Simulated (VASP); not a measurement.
# Ga16P16H (a cell with a defect) in VASP: a series of runs, part 2 of 2

VASP 6.6.1. The steps go on from the part before.

### 3 Single point, PBE, collinear spin (with an interstitial atom, then relaxed in part)

Input file INCAR:

```
SYSTEM = Ga16P16H
PREC = Accurate
ENCUT = 520
EDIFF = 1E-7
ISMEAR = 0
SIGMA = 0.01
LREAL = Auto
LASPH = .TRUE.
NELM = 150
ALGO = Normal
ISIF = 2
LWAVE = .FALSE.
LCHARG = .FALSE.
ISPIN = 2
MAGMOM = 0.091 0 0 0.091 0 0 0 0 0.091 0 0.091 0.091 0 0 0 0.091 0.091 0 0 0 0.091 0 0 0 0.091 0 0.091 0 0 0 0 0 0.091
LORBIT = 11
GGA = PE
NBANDS = 170
```

Input file KPOINTS:

```
regular mesh
0
G
  1 1 1
  0 0 0
```

Input file POSCAR:

```
Ga16P16H
1.0
    5.5051169748      5.5051169748     -5.5051169748
   -5.5051169748     -5.5051169748     -5.5051169748
   -5.5051169748      5.5051169748      5.5051169748
Ga P H
16 16 1
Direct
    0.2517469565      0.5000000000      0.2517469565
    0.5000000000      0.2500000000      0.2500000000
    0.7500000000      0.0000000000      0.2500000000
    0.7482530435      0.5000000000      0.7482530435
    0.0000000000      0.5000000000      0.4995582878
    0.2500000000      0.2500000000      0.5000000000
    0.5004417122      0.0004417122      0.5004417122
    0.7500000000      0.7500000000      0.5000000000
    1.0000000000      0.7517469565      0.2517469565
    0.4995582878      0.5000000000      0.0000000000
    0.7482530435      0.2482530435      0.0000000000
    0.0000000000      0.2482530435      0.7482530435
    0.2500000000      1.0000000000      0.7500000000
    0.5000000000      0.7500000000      0.7500000000
    0.0000000000     -0.0004417122      0.0000000000
    0.2517469565      0.7517469565      0.0000000000
    0.2473036767      0.5000000000      0.0000000000
    0.4993661396      0.2492365616      0.0000000000
    0.7492365616     -0.0006338604      0.0000000000
    0.7492365616      0.5000000000      0.4993661396
    0.0000000000      0.5000000000      0.2473036767
    0.2507634384      0.2501295781      0.2507634384
    0.5006338604      0.0006338604      0.2498704219
    0.7501295781      0.7507634384      0.2507634384
    0.0000000000      0.7473036767      0.0000000000
    0.4993661396      0.5000000000      0.7492365616
    0.7526963233      0.2526963233      0.7526963233
    0.0000000000      0.2492365616      0.4993661396
    0.2498704219      0.0006338604      0.5006338604
    0.5006338604      0.7498704219      0.5006338604
    0.0000000000     -0.0006338604      0.7492365616
    0.2507634384      0.7507634384      0.7501295781
    0.0000000000      0.5000000000      0.0000000000
```

Potentials or basis: VASP PAW PBE potentials, release 64 (Ga_d, P, H).

Started as:

```sh
$ cat potpaw_PBE.64/Ga_d/POTCAR potpaw_PBE.64/P/POTCAR potpaw_PBE.64/H/POTCAR > POTCAR
$ mpirun -np 1 vasp_gam > vasp.out
```

OUTCAR:

```text
SYSTEM = Ga16P16H
   PREC = Accurate
   ENCUT = 520
   EDIFF = 1E-7
   ISMEAR = 0
   LREAL = Auto
   LASPH = .TRUE.
   NELM = 150
   ISIF = 2
   ISPIN = 2
   LORBIT = 11
   GGA = PE

 ion  position               nearest neighbor table
   1  0.252  0.500  0.252-  22 2.38  30 2.38  17 2.39  21 2.39
   2  0.500  0.250  0.250-  23 2.38  20 2.38  18 2.38  22 2.38
   3  0.750  0.000  0.250-  23 2.38  19 2.38  28 2.38  24 2.38
   4  0.748  0.500  0.748-  20 2.38  26 2.38  25 2.39  27 2.39
   5  0.000  0.500  0.500-  20 2.39  28 2.39  32 2.39  21 2.41
   6  0.250  0.250  0.500-  29 2.38  28 2.38  26 2.38  22 2.38
[... 24 lines left out ...]
  31  0.000  0.999  0.749-  12 2.38   8 2.38  13 2.38  15 2.39
  32  0.251  0.751  0.750-  16 2.38  14 2.38  13 2.38   5 2.39
  33  0.000  0.500  0.000-

  LATTYP: Found a body centered cubic cell.
 ALAT       =    11.0102339496

[... 592 lines left out ...]
     -5.50269     -0.00243     -0.00243        -0.001803      0.001803      0.001803
     -2.75256      2.75256      0.00000        -0.000000     -0.000000      0.000000
[... 25 lines left out ...]
     -6.88211      1.37699     -1.38397         0.004725     -0.004725      0.003773
     -2.75256     -2.75256     -2.75256        -0.000000     -0.000000      0.000000
 -----------------------------------------------------------------------------------
    total drift:                               -0.000039      0.000039     -0.000038

  FREE ENERGIE OF THE ION-ELECTRON SYSTEM (eV)
  ---------------------------------------------------
  free  energy   TOTEN  =      -143.7090988793 eV

  energy  without entropy=     -143.7090988793  energy(sigma->0) =     -143.70909888

 total charge

# of ion       s       p       d       tot
------------------------------------------
    1        0.846   0.819  10.013  11.678
    2        0.847   0.825  10.012  11.684
    3        0.847   0.825  10.012  11.684
    4        0.846   0.819  10.013  11.678
    5        0.856   0.806  10.007  11.669
    6        0.847   0.825  10.012  11.684
[... 25 lines left out ...]
   32        1.001   1.542   0.000   2.543
   33        0.401   0.008   0.000   0.409
--------------------------------------------------
tot         30.013  37.701 160.181 227.894

 magnetization (x)

# of ion       s       p       d       tot
------------------------------------------
    1        0.001   0.006   0.001   0.008
    2        0.003  -0.000   0.001   0.003
    3        0.003  -0.000   0.001   0.003
    4        0.001   0.006   0.001   0.008
    5        0.015   0.013   0.000   0.028
    6        0.003  -0.000   0.001   0.003
[... 25 lines left out ...]
   32       -0.000   0.004   0.000   0.004
   33        0.239   0.001   0.000   0.240
--------------------------------------------------
tot          0.337   0.118   0.013   0.468
```

It took 18 min on 1 thread of Intel Xeon 8259CL, shared host; peak memory 1.1 GiB.

What came out:

- Free energy: -143.7091 eV
- Pressure: 0.7 GPa
- Largest force: 0.009 eV/Å
- Net moment: 1.00 μB per cell
- Site moments: Ga +0.01, +0.00, +0.03 (each value once); P +0.00; H +0.24 μB
- Valence electrons inside the program's atomic spheres: Ga 11.68, 11.67 (each value once); P 2.53, 2.54 (each value once); H 0.41

Forces on the atoms (eV/Å):
```
Ga   0.000 -0.004  0.000
Ga   0.000  0.000  0.000
Ga   0.000  0.000  0.000
Ga   0.000  0.004  0.000
Ga  -0.002  0.002  0.002
Ga   0.000  0.000  0.000
Ga   0.002 -0.002  0.002
Ga   0.000  0.000  0.000
Ga   0.004  0.000  0.000
Ga   0.002  0.002 -0.002
Ga   0.000  0.000 -0.004
Ga  -0.004  0.000  0.000
Ga   0.000  0.000  0.000
Ga   0.000  0.000  0.000
Ga  -0.002 -0.002 -0.002
Ga   0.000  0.000  0.004
P   -0.005 -0.005  0.005
P   -0.005 -0.005 -0.004
P    0.005  0.005 -0.004
P    0.005  0.004 -0.005
P    0.005 -0.005 -0.005
P    0.005 -0.004  0.005
P   -0.005  0.005  0.004
P    0.004 -0.005  0.005
P    0.005  0.005  0.005
P   -0.005  0.004  0.005
P   -0.005  0.005 -0.005
P   -0.004 -0.005 -0.005
P    0.004  0.005 -0.005
P   -0.005 -0.004 -0.005
P   -0.004  0.005  0.005
P    0.005 -0.005  0.004
H    0.000  0.000  0.000
```

Caveat: the k points lie up to 0.81 Å⁻¹ apart, too coarse for converged energies, forces and pressures; the cell differs from its parent crystal (with an interstitial atom, then relaxed in part).

### 4 Relaxation of the atoms, PBE (with an interstitial atom)

Input file INCAR:

```
SYSTEM = Ga16P16H
PREC = Accurate
ENCUT = 520
EDIFF = 1E-6
ISMEAR = 0
SIGMA = 0.01
LREAL = Auto
LASPH = .TRUE.
NELM = 60
ALGO = Normal
ISIF = 2
LWAVE = .FALSE.
LCHARG = .FALSE.
GGA = PE
IBRION = 2
NSW = 65
EDIFFG = -0.025
NELECT = 288.0
```

KPOINTS is that of step 3.

POSCAR is that of step 3.

Started as:

```sh
$ cat potpaw_PBE.64/Ga_d/POTCAR potpaw_PBE.64/P/POTCAR potpaw_PBE.64/H/POTCAR > POTCAR
$ mpirun -np 1 vasp_gam > vasp.out
```

Run time: 33 min. Hardware: 1 thread of Intel Xeon 8259CL, shared host; peak memory 0.85 GiB.

It converged, with:

```yaml
Free_energy: -147.9148 eV
Energy_gained_by_relaxing: 0.2 meV/atom
Ionic_steps: 5
Largest_force_after_relaxing: 0.020 eV/Å
```

Forces in eV/Å, atoms in the order of the input:
```
Ga   0.000  0.002  0.000
Ga   0.000  0.000  0.000
Ga   0.000  0.000  0.000
Ga   0.000 -0.002  0.000
Ga   0.005 -0.005 -0.005
Ga   0.000  0.000  0.000
Ga  -0.005  0.005 -0.005
Ga   0.000  0.000  0.000
Ga  -0.002  0.000  0.000
Ga  -0.005 -0.005  0.005
Ga   0.000  0.000  0.002
Ga   0.002  0.000  0.000
Ga   0.000  0.000  0.000
Ga   0.000  0.000  0.000
Ga   0.005  0.005  0.005
Ga   0.000  0.000 -0.002
P   -0.004 -0.004  0.004
P   -0.014 -0.014 -0.002
P    0.014  0.014 -0.002
P    0.014  0.002 -0.014
P    0.004 -0.004 -0.004
P    0.014 -0.002  0.014
P   -0.014  0.014  0.002
P    0.002 -0.014  0.014
P    0.004  0.004  0.004
P   -0.014  0.002  0.014
P   -0.004  0.004 -0.004
P   -0.002 -0.014 -0.014
P    0.002  0.014 -0.014
P   -0.014 -0.002 -0.014
P   -0.002  0.014  0.014
P    0.014 -0.014  0.002
H    0.000  0.000  0.000
```

The path:
```
step  energy change (eV)  largest force (eV/Å)  pressure (GPa)
   1              0.0000                0.1590           -1.73
   2             -0.0035                0.0641           -1.72
   3             -0.0041                0.0493           -1.69
   4             -0.0047                0.0323           -1.69
   5             -0.0050                0.0198           -1.70
```

Final structure:
```
CELL_PARAMETERS angstrom
5.50512 5.50512 -5.50512
-5.50512 -5.50512 -5.50512
-5.50512 5.50512 5.50512
ATOMIC_POSITIONS crystal
Ga 0.25189 0.50000 0.25189
Ga 0.50000 0.25000 0.25000
Ga 0.75000 0.00000 0.25000
Ga 0.74811 0.50000 0.74811
Ga 0.00000 0.50000 0.49914
Ga 0.25000 0.25000 0.50000
Ga 0.50086 0.00086 0.50086
Ga 0.75000 0.75000 0.50000
Ga 0.00000 0.75189 0.25189
Ga 0.49914 0.50000 0.00000
Ga 0.74811 0.24811 0.00000
Ga 0.00000 0.24811 0.74811
Ga 0.25000 0.00000 0.75000
Ga 0.50000 0.75000 0.75000
Ga 0.00000 0.99914 0.00000
Ga 0.25189 0.75189 0.00000
P 0.24559 0.50000 0.00000
P 0.49933 0.24897 0.00000
P 0.74897 0.99933 0.00000
P 0.74897 0.50000 0.49933
P 0.00000 0.50000 0.24559
P 0.25103 0.25036 0.25103
P 0.50067 0.00067 0.24964
P 0.75036 0.75103 0.25103
P 0.00000 0.74559 0.00000
P 0.49933 0.50000 0.74897
P 0.75441 0.25441 0.75441
P 0.00000 0.24897 0.49933
P 0.24964 0.00067 0.50067
P 0.50067 0.74964 0.50067
P 0.00000 0.99933 0.74897
P 0.25103 0.75103 0.75036
H 0.00000 0.50000 0.00000
```

Levels at points of the mesh, in eV from the Fermi level:
```
           k point  band 143  band 144  band 145  band 146  band 147  band 148
(0.00, 0.00, 0.00)     -0.01     -0.01      0.00      1.58      1.73      1.73
```

Caveat: the k points lie up to 0.81 Å⁻¹ apart, too coarse for converged energies, forces and pressures; the cell carries a net charge on a neutralising background, which shifts energy and pressure; the cell differs from its parent crystal (with an interstitial atom); the cell is charged against a uniform background, so pressure and absolute levels hang on convention.
